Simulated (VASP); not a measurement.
# ZnO (P6_3mc) in VASP: further runs

The runs below take ZnO through relaxation of shape and atoms at fixed volume, single point, with revPBE+D3(BJ), PBE+D4, RPBE+D4.

Program: VASP 6.6.1. These are calculated values, not measurements. Logs are shortened: lines on timing, memory, paths and dates and some standing lists are left out, and cuts for length are marked.

### 1 The cell of the first run

It takes space group P6_3mc (No. 186, hexagonal). Conventional cell: a = 3.258 Å, b = 3.258 Å, c = 5.258 Å, α = 90.00°, β = 90.00°, γ = 120.00°. Within 2.6 Å of Zn (site symmetry 3m) lie 4 O at 1.99 Å. Within 2.6 Å of O (site symmetry 3m) lie 4 Zn at 1.99 Å.

### 2 Relaxation of shape and atoms at fixed volume, revPBE+D3(BJ)

Input file INCAR:

```
  ALGO = Normal
  EDIFF = 1E-6
  EDIFFG = -0.01
  ENCUT = 600
  GGA = RE
  IBRION = 2
  ISIF = 4
  ISMEAR = 0
  IVDW = 12
  LASPH = T
  LCHARG = F
  LREAL = F
  LWAVE = F
  NELM = 60
  NSW = 60
  PREC = Accurate
  SIGMA = 0.05
```

Input file KPOINTS:

```
k-points
0
Gamma
  8 8 6
```

Input file POSCAR:

```
ZnO
1.0
    3.2580964316      0.0000000000      0.0000000000
   -1.6290482158      2.8215942777      0.0000000000
    0.0000000000      0.0000000000      5.2584533042
Zn O
2 2
Direct
    0.3333333333      0.6666666667      0.0015378783
    0.6666666667      0.3333333333      0.5015378783
    0.3333333333      0.6666666667      0.3805621217
    0.6666666667      0.3333333333      0.8805621217
```

Potentials or basis: VASP PAW PBE potentials, release 64 (Zn, O).

Run with:

```console
cat potpaw_PBE.64/Zn/POTCAR potpaw_PBE.64/O/POTCAR > POTCAR
mpirun -np 1 vasp_std > vasp.out
```

OUTCAR:

```text
EDIFF = 1E-6
   EDIFFG = -0.01
   ENCUT = 600
   GGA = RE
   IBRION = 2
   ISIF = 4
   ISMEAR = 0
   IVDW = 12
   LASPH = T
   LREAL = F
   NELM = 60
   NSW = 60
   PREC = Accurate
 IVDW          = 12

 ion  position               nearest neighbor table
   1  0.333  0.667  0.002-   4 1.99   4 1.99   4 1.99   3 1.99
   2  0.667  0.333  0.502-   3 1.99   3 1.99   3 1.99   4 1.99
   3  0.333  0.667  0.381-   2 1.99   2 1.99   2 1.99   1 1.99
   4  0.667  0.333  0.881-   1 1.99   1 1.99   1 1.99   2 1.99

  LATTYP: Found a hexagonal cell.
 ALAT       =     3.2580964316
 C/A-ratio  =     1.6139649070

  Lattice vectors:

 A1 = (   3.2580964316,   0.0000000000,   0.0000000000)
 A2 = (  -1.6290482158,   2.8215942777,   0.0000000000)
 A3 = (   0.0000000000,   0.0000000000,   5.2584533042)

Analysis of symmetry for initial positions (statically):
=====================================================================
 Subroutine PRICEL returns:
 Original cell was already a primitive cell.

 Routine SETGRP: Setting up the symmetry group for a
 hexagonal supercell.

 Subroutine GETGRP returns: Found 12 space group operations
 (whereof  6 operations were pure point group operations)
 out of a pool of 24 trial point group operations.

The static configuration has the point symmetry C_3v.
 The point group associated with its full space group is C_6v.

Analysis of symmetry for dynamics (positions and initial velocities):
=====================================================================
 Subroutine PRICEL returns:
 Original cell was already a primitive cell.

 Routine SETGRP: Setting up the symmetry group for a
 hexagonal supercell.

 Subroutine GETGRP returns: Found 12 space group operations
 (whereof  6 operations were pure point group operations)
 out of a pool of 24 trial point group operations.

The dynamic configuration has the point symmetry C_3v.
 The point group associated with its full space group is C_6v.

 Subroutine INISYM returns: Found 12 space group operations
 (whereof  6 operations are pure point group operations),
 and found     1 'primitive' translations

----------------------------------------------------------------------------------------

                                     Primitive cell

  volume of cell :      48.3411

  direct lattice vectors                    reciprocal lattice vectors
[... 92 lines left out ...]
   LREAL  =      F    real-space projection
   EDIFFG = -.1E-01   stopping-criterion for IOM
   NSW    =     60    number of steps for IOM
   IBRION =      2    ionic relax: 0-MD 1-quasi-New 2-CG
   NFREE  =      1    steps in history (QN), initial steepest desc. (CG)
   ISIF   =      4    stress and relaxation
   ISYM   =      2    0-nonsym 1-usesym 2-fastsym
   POTIM  = 0.5000    time-step for ionic-motion
   TEBEG  =    0.0;   TEEND  =   0.0 temperature during run
   PSTRESS=    0.0 pullay stress
   NELECT =      36.0000    total number of electrons
   NUPDOWN=      -1.0000    fix difference up-down
   EMIN   =  10.00;   EMAX   =-10.00  energy-range for DOS
   EFERMI =   0.00;   METHOD = LEGACY
   ISMEAR =     0;   SIGMA  =   0.05  broadening in eV -4-tet -1-fermi 0-gaus
   EFERMI_NEDOS =   21; number of points for ismear=-14 and -15
   IALGO  =     38    algorithm
   IMIX   =      4    mixing-type and parameters
     AMIX     =   0.40;   BMIX     =  1.00
     AMIX_MAG =   1.60;   BMIX_MAG =  1.00
  volume/ion in A,a.u.               =      12.09        81.56
  Fermi-wavevector in a.u.,A,eV,Ry     =   1.483896  2.804157 29.959316  2.201948
  Thomas-Fermi vector in A             =   2.597501
   LORBIT       =      0    0 simple, 1 ext, 2 COOP (PROOUT), +10 PAW based schemes
   GGA     = RE    functional components
   LHFCALC =     F    Hartree Fock is set to
   AEXX    =    0.0000 exact exchange contribution
   IVDW    =    12    specifies the selected vdW correction
   LEPSILON=     F    determine dielectric tensor
   LRPA    =     F    only Hartree local field effects (RPA)
 conjugate gradient relaxation of ions
 non-spin polarized calculation
 Gauss-broadening in eV      SIGMA  =   0.05
  energy-cutoff  :      600.00
  volume of cell :       48.34
 maximum number of plane-waves:      1642
 NGX is ok and might be reduce to    28
   NGX = 13   NGY = 13   NGZ = 21

 number of electron      36.0000009 magnetization

 Free energy of the ion-electron system (eV)
  ---------------------------------------------------
  ext. energy  EPLUGINS =         0.00000000
  ---------------------------------------------------
  free energy    TOTEN  =       -16.51903322 eV

  energy without entropy =      -16.51903322  energy(sigma->0) =      -16.51903322

 E-fermi :   1.4831     XC(G=0): -10.6380

 val. band max:        1.2012855901   @ k =   0.0000   0.0000   0.0000
 cond. band min:       2.0256834439   @ k =   0.0000   0.0000   0.0000
 fundamental gap:      0.8243978538
 Fermi energy:         1.4831297477

 k-point     1 :       0.0000    0.0000    0.0000
  band No.  band energies     occupation
      1     -16.8347      2.00000
      2     -16.1499      2.00000
      3      -4.4135      2.00000
      4      -4.4135      2.00000
      5      -4.3721      2.00000
      6      -4.3032      2.00000
[... 589 lines left out ...]
     21       9.7291      0.00000
     22       9.9371      0.00000

 [... further k-points ...]

------------------------ aborting loop because EDIFF is reached ----------------------------------------

 Edisp (eV)   -1.73749

 E8    (eV) :    -1.1351

  FORCE on cell =-STRESS in cart. coord.  units (eV):
  Direction    XX          YY          ZZ          XY          YZ          ZX
  --------------------------------------------------------------------------------------
  -------------------------------------------------------------------------------------
  Total       0.25907     0.25907     0.28227     0.00000     0.00000     0.00000
  in kB       8.58630     8.58630     9.35537     0.00000     0.00000     0.00000
  external pressure =        8.84 kB  Pullay stress =        0.00 kB

 VOLUME and BASIS-vectors are now :
 -----------------------------------------------------------------------------
  energy-cutoff  :      600.00
  volume of cell :       48.34
      direct lattice vectors                 reciprocal lattice vectors
     3.258096432  0.000000000  0.000000000     0.306927686  0.177204782  0.000000000
    -1.629048216  2.821594278  0.000000000     0.000000000  0.354409565  0.000000000
     0.000000000  0.000000000  5.258453304     0.000000000  0.000000000  0.190169988

 POSITION                                       TOTAL-FORCE (eV/Angst)
 -----------------------------------------------------------------------------------
     -0.00000      1.88106      0.00809         0.000000      0.000000      0.002824
      1.62905      0.94053      2.63731         0.000000      0.000000      0.002824
     -0.00000      1.88106      2.00117         0.000000      0.000000     -0.002824
      1.62905      0.94053      4.63039        -0.000000     -0.000000     -0.002824
 -----------------------------------------------------------------------------------
    total drift:                               -0.000000      0.000000     -0.002311

  FREE ENERGIE OF THE ION-ELECTRON SYSTEM (eV)
  ---------------------------------------------------
  free  energy   TOTEN  =       -18.2565247695 eV

  energy  without entropy=      -18.2565247695  energy(sigma->0) =      -18.25652477

 reached required accuracy - stopping structural energy minimisation
```

It took 52 s on 1 thread of Intel Xeon 6975P-C, shared host; peak memory 0.21 GiB.

What came out:

```
Free energy                : -18.2565 eV
Pressure after relaxing    : 0.9 GPa
Band gap on the k mesh     : 0.82 eV, direct
Dispersion energy per atom : -0.434 eV
```

Forces in eV/Å, atoms in the order of the input:
```
Zn   0.000  0.000  0.003
Zn   0.000  0.000  0.003
O    0.000  0.000 -0.003
O    0.000  0.000 -0.003
```

Stress tensor (GPa, compression positive):
```
0.86 0.00 0.00
0.00 0.86 0.00
0.00 0.00 0.94
```

Final structure:
```
CELL_PARAMETERS angstrom
3.25810 0.00000 0.00000
-1.62905 2.82159 0.00000
0.00000 0.00000 5.25845
ATOMIC_POSITIONS crystal
Zn 0.33333 0.66667 0.00154
Zn 0.66667 0.33333 0.50154
O 0.33333 0.66667 0.38056
O 0.66667 0.33333 0.88056
```

Caveat: the relaxation stopped at its first step, so nothing moved; the PAW data sets were made with another functional, which shifts forces and pressure a little.

### 3 Single point, PBE+D4 (volume scaled by 0.96)

Input file INCAR:

```
PREC = Accurate
ENCUT = 910
EDIFF = 1E-6
ISMEAR = 0
SIGMA = 0.05
LREAL = False
LASPH = True
NELM = 120
ALGO = Normal
ISIF = 2
LWAVE = False
LCHARG = False
GGA = PE
IVDW = 13
NBANDS = 26
GGA_COMPAT = False
```

Input file KPOINTS:

```
regular mesh
0
Gamma
  8 8 6
```

Input file POSCAR:

```
ZnO
1.0
    3.2079815419      0.0000000000      0.0000000000
   -1.6039907709      2.7781935102      0.0000000000
    0.0000000000      0.0000000000      5.1765136861
Zn O
2 2
Direct
    0.3333333333      0.6666666667      0.0015124609
    0.6666666667      0.3333333333      0.5015124609
    0.3333333333      0.6666666667      0.3805875391
    0.6666666667      0.3333333333      0.8805875391
```

Potentials or basis: VASP PAW PBE potentials, release 64 (Zn, O_h).

Run with:

```console
cat potpaw_PBE.64/Zn/POTCAR potpaw_PBE.64/O_h/POTCAR > POTCAR
mpirun -np 1 vasp_std > vasp.out
```

Wall time 74 s (1 thread of Intel Xeon Platinum 8259CL at 2.50GHz (Skylake/Cascade Lake), shared host); peak memory 0.28 GiB.

The run converged. Its results:

```yaml
Free_energy: -18.7454 eV
Pressure: 7.1 GPa
Band_gap_on_the_k_mesh: 0.83 eV, direct
Dispersion_energy_per_atom: -0.247 eV
```

Forces on the atoms (eV/Å):
```
Zn   0.000  0.000  0.003
Zn   0.000  0.000  0.003
O    0.000  0.000 -0.003
O    0.000  0.000 -0.003
```

Levels at points of the mesh, in eV from the valence-band top:
| k point | band 15 | band 16 | band 17 | band 18 | band 19 | band 20 | band 21 | band 22 |
| --- | --- | --- | --- | --- | --- | --- | --- | --- |
| (0.00, 0.00, 0.00) | -0.83 | -0.10 | 0.00 | 0.00 | 0.83 | 5.34 | 8.29 | 13.07 |
| (0.50, 0.00, 0.00) | -2.92 | -2.37 | -1.34 | -0.88 | 5.91 | 6.91 | 7.61 | 8.73 |
| (0.00, 0.00, 0.50) | -0.41 | -0.41 | -0.41 | -0.41 | 3.52 | 3.52 | 10.19 | 10.19 |
| (0.50, 0.00, 0.50) | -1.57 | -1.57 | -1.44 | -1.44 | 5.76 | 5.76 | 8.61 | 8.61 |

Caveat: the cutoff is under 1.25 times the usual one of these potentials, so pressure, stress and relaxed cells hold a basis-set (Pulay) error.

### 4 Relaxation of shape and atoms at fixed volume, RPBE+D4 (volume scaled by 0.98)

Input file INCAR:

```
  ALGO = Normal
  EDIFF = 1E-6
  EDIFFG = -0.01
  ENCUT = 600
  GGA = RP
  IBRION = 2
  ISIF = 4
  ISMEAR = 0
  IVDW = 13
  LASPH = True
  LCHARG = False
  LREAL = False
  LWAVE = False
  NELM = 80
  NSW = 60
  PREC = Accurate
  SIGMA = 0.05
```

Input file KPOINTS:

```
k-points
0
Gamma
  8 8 6
```

Input file POSCAR:

```
ZnO
1.0
    3.2353001234      0.0000000000      0.0000000000
   -1.6176500617      2.8018520957      0.0000000000
    0.0000000000      0.0000000000      5.2168670380
Zn O
2 2
Direct
    0.3333333333      0.6666666667      0.0014489168
    0.6666666667      0.3333333333      0.5014489168
    0.3333333333      0.6666666667      0.3806510832
    0.6666666667      0.3333333333      0.8806510832
```

Potentials or basis: VASP PAW PBE potentials, release 64 (Zn, O).

Run with:

```console
cat potpaw_PBE.64/Zn/POTCAR potpaw_PBE.64/O/POTCAR > POTCAR
mpirun -np 1 vasp_std > vasp.out
```

OUTCAR:

```text
EDIFF = 1E-6
   EDIFFG = -0.01
   ENCUT = 600
   GGA = RP
   IBRION = 2
   ISIF = 4
   ISMEAR = 0
   IVDW = 13
   LASPH = True
   LREAL = False
   NELM = 80
   NSW = 60
   PREC = Accurate

 ion  position               nearest neighbor table
   1  0.333  0.667  0.001-   4 1.97   4 1.97   4 1.97   3 1.98
   2  0.667  0.333  0.501-   3 1.97   3 1.97   3 1.97   4 1.98
   3  0.333  0.667  0.381-   2 1.97   2 1.97   2 1.97   1 1.98
   4  0.667  0.333  0.881-   1 1.97   1 1.97   1 1.97   2 1.98

  LATTYP: Found a hexagonal cell.
 ALAT       =     3.2353001234
 C/A-ratio  =     1.6124831821

  Lattice vectors:

 A1 = (   3.2353001234,   0.0000000000,   0.0000000000)
 A2 = (  -1.6176500617,   2.8018520957,   0.0000000000)
 A3 = (   0.0000000000,   0.0000000000,   5.2168670380)

Analysis of symmetry for initial positions (statically):
=====================================================================
 Subroutine PRICEL returns:
 Original cell was already a primitive cell.

 Routine SETGRP: Setting up the symmetry group for a
 hexagonal supercell.

 Subroutine GETGRP returns: Found 12 space group operations
 (whereof  6 operations were pure point group operations)
 out of a pool of 24 trial point group operations.
[... 175 lines left out ...]
 fundamental gap:      0.8806396765
 Fermi energy:         1.7245974364

 k-point     1 :       0.0000    0.0000    0.0000
  band No.  band energies     occupation
      1     -16.7870      2.00000
      2     -16.0721      2.00000
      3      -4.2697      2.00000
      4      -4.2697      2.00000
      5      -4.2229      2.00000
      6      -4.2150      2.00000
[... 589 lines left out ...]
     21      10.1019      0.00000
     22      10.3182      0.00000

 [... further k-points ...]

------------------------ aborting loop because EDIFF is reached ----------------------------------------

  DFT-D4 for vdW energy calculation

  Edisp (eV):   -2.05051

  FORCE on cell =-STRESS in cart. coord.  units (eV):
  Direction    XX          YY          ZZ          XY          YZ          ZX
  --------------------------------------------------------------------------------------
  -------------------------------------------------------------------------------------
  Total       1.11166     1.11166     1.12305     0.00000     0.00000     0.00000
  in kB      37.66293    37.66293    38.04879     0.00000     0.00000     0.00000
  external pressure =       37.79 kB  Pullay stress =        0.00 kB

 VOLUME and BASIS-vectors are now :
 -----------------------------------------------------------------------------
  energy-cutoff  :      600.00
  volume of cell :       47.29
      direct lattice vectors                 reciprocal lattice vectors
     3.235300123  0.000000000  0.000000000     0.309090335  0.178453388  0.000000000
    -1.617650062  2.801852096  0.000000000     0.000000000  0.356906777  0.000000000
     0.000000000  0.000000000  5.216867038     0.000000000  0.000000000  0.191685928

 POSITION                                       TOTAL-FORCE (eV/Angst)
 -----------------------------------------------------------------------------------
     -0.00000      1.86790      0.00756         0.000000     -0.000000     -0.003493
      1.61765      0.93395      2.61599        -0.000000      0.000000     -0.003493
     -0.00000      1.86790      1.98581         0.000000      0.000000      0.003493
      1.61765      0.93395      4.59424        -0.000000      0.000000      0.003493
 -----------------------------------------------------------------------------------
    total drift:                               -0.000000      0.000000     -0.002469

  FREE ENERGIE OF THE ION-ELECTRON SYSTEM (eV)
  ---------------------------------------------------
  free  energy   TOTEN  =       -18.2896341810 eV

  energy  without entropy=      -18.2896341810  energy(sigma->0) =      -18.28963418

 reached required accuracy - stopping structural energy minimisation
```

OSZICAR:

```text
N       E                     dE             d eps       ncg     rms          rms(c)
DAV:   1     0.314126820939E+03    0.31413E+03   -0.20799E+04  1760   0.265E+03
DAV:   2     0.140766887662E+02   -0.30005E+03   -0.28900E+03  1910   0.477E+02
DAV:   3    -0.188300036443E+02   -0.32907E+02   -0.32664E+02  2072   0.164E+02
DAV:   4    -0.194943392718E+02   -0.66434E+00   -0.66375E+00  1916   0.248E+01
DAV:   5    -0.194993384627E+02   -0.49992E-02   -0.49990E-02  2054   0.206E+00    0.151E+01
DAV:   6    -0.160658659699E+02    0.34335E+01   -0.11617E+01  2946   0.713E+01    0.922E+00
DAV:   7    -0.162576804700E+02   -0.19181E+00   -0.27055E+00  1810   0.195E+01    0.542E+00
DAV:   8    -0.162909217674E+02   -0.33241E-01   -0.70532E-01  2652   0.924E+00    0.172E+00
DAV:   9    -0.162348931203E+02    0.56029E-01   -0.17597E-01  2798   0.801E+00    0.291E-01
DAV:  10    -0.162390490320E+02   -0.41559E-02   -0.54779E-02  1790   0.174E+00    0.197E-01
DAV:  11    -0.162390136016E+02    0.35430E-04   -0.18482E-03  2524   0.695E-01    0.605E-02
DAV:  12    -0.162391350051E+02   -0.12140E-03   -0.29051E-04  2232   0.359E-01    0.569E-02
DAV:  13    -0.162391146393E+02    0.20366E-04   -0.11908E-04  2466   0.245E-01    0.151E-02
DAV:  14    -0.162391195793E+02   -0.49400E-05   -0.57473E-05  1928   0.643E-02    0.347E-03
DAV:  15    -0.162391193895E+02    0.18979E-06   -0.13471E-06  1318   0.108E-02
   1 F= -.18289634E+02 E0= -.18289634E+02  d E =-.182896E+02
```

CONTCAR:

```text
ZnO
   1.00000000000000
     3.2353001234000001    0.0000000000000000    0.0000000000000000
    -1.6176500617000000    2.8018520957000002    0.0000000000000000
     0.0000000000000000    0.0000000000000000    5.2168670380000002
  Zn              O
     2     2
Direct
     0.3333333332999970    0.6666666667000030    0.0014489168000011
     0.6666666667000030    0.3333333332999970    0.5014489168000011
     0.3333333332999970    0.6666666667000030    0.3806510832000001
     0.6666666667000030    0.3333333332999970    0.8806510832000001

  0.00000000E+00  0.00000000E+00  0.00000000E+00
  0.00000000E+00  0.00000000E+00  0.00000000E+00
  0.00000000E+00  0.00000000E+00  0.00000000E+00
  0.00000000E+00  0.00000000E+00  0.00000000E+00
```

Wall time 46 s (1 thread of Intel Xeon Platinum 8488C (Sapphire Rapids), shared host); peak memory 0.2 GiB.

What came out:

| Property | Result |
| --- | --- |
| Free energy | -18.2896 eV |
| Pressure after relaxing | 3.8 GPa |
| Largest force after relaxing | 0.003 eV/Å |
| Band gap on the k mesh | 0.88 eV, direct |
| Dispersion energy per atom | -0.513 eV |

Forces in eV/Å, atoms in the order of the input:
```
Zn   0.000  0.000 -0.003
Zn   0.000  0.000 -0.003
O    0.000  0.000  0.003
O    0.000  0.000  0.003
```

Final structure:
```
CELL_PARAMETERS angstrom
3.23530 0.00000 0.00000
-1.61765 2.80185 0.00000
0.00000 0.00000 5.21687
ATOMIC_POSITIONS crystal
Zn 0.33333 0.66667 0.00145
Zn 0.66667 0.33333 0.50145
O 0.33333 0.66667 0.38065
O 0.66667 0.33333 0.88065
```

Caveat: the relaxation stopped at its first step, so nothing moved; the PAW data sets were made with another functional, which shifts forces and pressure a little.

### 5 The runs side by side

| task | level | potentials or basis | cell | cutoff (eV) | second run | gap on the mesh (eV) | pressure (GPa) |
| --- | --- | --- | --- | --- | --- | --- | --- |
| relaxation of shape and atoms at fixed volume | revPBE+D3(BJ) | VASP PAW PBE potentials, release 64 (Zn, O) | relaxed from a = 3.258, b = 3.258, c = 5.258 Å, angles 90.0, 90.0, 120.0°, 4 atoms | 600 | - | 0.82 | 0.9 |
| single point | PBE+D4 | VASP PAW PBE potentials, release 64 (Zn, O_h) | a = 3.208, b = 3.208, c = 5.177 Å, angles 90.0, 90.0, 120.0°, 4 atoms | 910 | hard_potentials | 0.83 | 7.1 |
| relaxation of shape and atoms at fixed volume | RPBE+D4 | VASP PAW PBE potentials, release 64 (Zn, O) | relaxed from a = 3.235, b = 3.235, c = 5.217 Å, angles 90.0, 90.0, 120.0°, 4 atoms | 600 | - | 0.88 | 3.8 |

Alike in all rows: no spin polarisation; k mesh 8 × 8 × 6; smearing gaussian 0.05 eV.

Caveats: the relaxation stopped at its first step, so nothing moved (some runs); the PAW data sets were made with another functional, which shifts forces and pressure a little (some runs); the cutoff is under 1.25 times the usual one of these potentials, so pressure, stress and relaxed cells hold a basis-set (Pulay) error (some runs).

Absolute energies hang on the potentials; compare differences alone.
